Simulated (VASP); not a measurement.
Input of a VASP 6.6.1 run:

The input INCAR:

```
SYSTEM = CaO
  PREC = Accurate
  ENCUT = 700
  EDIFF = 1E-7
  ISMEAR = -1
  SIGMA = 0.05
  LREAL = Auto
  LASPH = .TRUE.
  NELM = 120
  ALGO = Normal
  ISIF = 8
  LWAVE = .FALSE.
  LCHARG = .FALSE.
  GGA = PS
  IBRION = 2
  NSW = 100
  EDIFFG = -0.03
  ISYM = -1
  GGA_COMPAT = .FALSE.
  NELMIN = 4
  KPAR = 1
```

File KPOINTS:

```
explicit points
1
Reciprocal
  0.25000000   0.25000000   0.25000000 1
```

File POSCAR:

```
CaO
1.0
    9.5352000000      0.0000000000      0.0000000000
    0.0000000000      9.5352000000      0.0000000000
    0.0000000000      0.0000000000      9.5352000000
O Ca
32 32
Direct
    0.2500000000      0.0000000000      0.0000000000
    0.2500000000      0.0000000000      0.5000000000
    0.2500000000      0.5000000000      0.0000000000
    0.2500000000      0.5000000000      0.5000000000
    0.7500000000      0.0000000000      0.0000000000
    0.7500000000      0.0000000000      0.5000000000
    0.7500000000      0.5000000000      0.0000000000
    0.7500000000      0.5000000000      0.5000000000
    0.0000000000      0.2500000000      0.0000000000
    0.0000000000      0.2500000000      0.5000000000
    0.0000000000      0.7500000000      0.0000000000
    0.0000000000      0.7500000000      0.5000000000
    0.5000000000      0.2500000000      0.0000000000
    0.5000000000      0.2500000000      0.5000000000
    0.5000000000      0.7500000000      0.0000000000
    0.5000000000      0.7500000000      0.5000000000
    0.0000000000      0.0000000000      0.2500000000
    0.0000000000      0.0000000000      0.7500000000
    0.0000000000      0.5000000000      0.2500000000
    0.0000000000      0.5000000000      0.7500000000
    0.5000000000      0.0000000000      0.2500000000
    0.5000000000      0.0000000000      0.7500000000
    0.5000000000      0.5000000000      0.2500000000
    0.5000000000      0.5000000000      0.7500000000
    0.2500000000      0.2500000000      0.2500000000
    0.2500000000      0.2500000000      0.7500000000
    0.2500000000      0.7500000000      0.2500000000
    0.2500000000      0.7500000000      0.7500000000
    0.7500000000      0.2500000000      0.2500000000
    0.7500000000      0.2500000000      0.7500000000
    0.7500000000      0.7500000000      0.2500000000
    0.7500000000      0.7500000000      0.7500000000
    0.0000000000      0.0000000000      0.0000000000
    0.0000000000      0.0000000000      0.5000000000
    0.0000000000      0.5000000000      0.0000000000
    0.0000000000      0.5000000000      0.5000000000
    0.5000000000      0.0000000000      0.0000000000
    0.5000000000      0.0000000000      0.5000000000
    0.5000000000      0.5000000000      0.0000000000
    0.5000000000      0.5000000000      0.5000000000
    0.2500000000      0.2500000000      0.0000000000
    0.2500000000      0.2500000000      0.5000000000
    0.2500000000      0.7500000000      0.0000000000
    0.2500000000      0.7500000000      0.5000000000
    0.7500000000      0.2500000000      0.0000000000
    0.7500000000      0.2500000000      0.5000000000
    0.7500000000      0.7500000000      0.0000000000
    0.7500000000      0.7500000000      0.5000000000
    0.2500000000      0.0000000000      0.2500000000
    0.2500000000      0.0000000000      0.7500000000
    0.2500000000      0.5000000000      0.2500000000
    0.2500000000      0.5000000000      0.7500000000
    0.7500000000      0.0000000000      0.2500000000
    0.7500000000      0.0000000000      0.7500000000
    0.7500000000      0.5000000000      0.2500000000
    0.7500000000      0.5000000000      0.7500000000
    0.0000000000      0.2500000000      0.2500000000
    0.0000000000      0.2500000000      0.7500000000
    0.0000000000      0.7500000000      0.2500000000
    0.0000000000      0.7500000000      0.7500000000
    0.5000000000      0.2500000000      0.2500000000
    0.5000000000      0.2500000000      0.7500000000
    0.5000000000      0.7500000000      0.2500000000
    0.5000000000      0.7500000000      0.7500000000
```

Potentials or basis: VASP PAW PBE potentials, release 64 (O, Ca_sv).

Command:

```console
$ cat potpaw_PBE.64/O/POTCAR potpaw_PBE.64/Ca_sv/POTCAR > POTCAR
$ mpirun -np 4 vasp_std > vasp.out
```

Problem. Predict the space group after relaxing (to 0.1 Å).

Solution. Fm-3m (No. 225).

Problem. What does it give for the relaxed cell?

Solution. a = 9.556 Å, b = 9.556 Å, c = 9.556 Å, α = 90.00°, β = 90.00°, γ = 90.00°.

Problem. What does it give for the band gap on the k mesh?

Solution. 4.27 eV.

Problem. Predict the relaxed volume.

Solution. 13.64 Å³/atom.

Step by step:
| step | energy change (eV) | largest force (eV/Å) | pressure (GPa) | volume (Å³) |
| --- | --- | --- | --- | --- |
| 1 | 0.0000 | 0.0000 | 0.54 | 866.94 |
| 2 | -0.0056 | 0.0000 | -0.25 | 872.72 |

Caveat: the PAW data sets were made with another functional, which shifts forces and pressure a little; a shifted mesh leaves out Γ, where band edges can lie. A k mesh can miss the band edges.
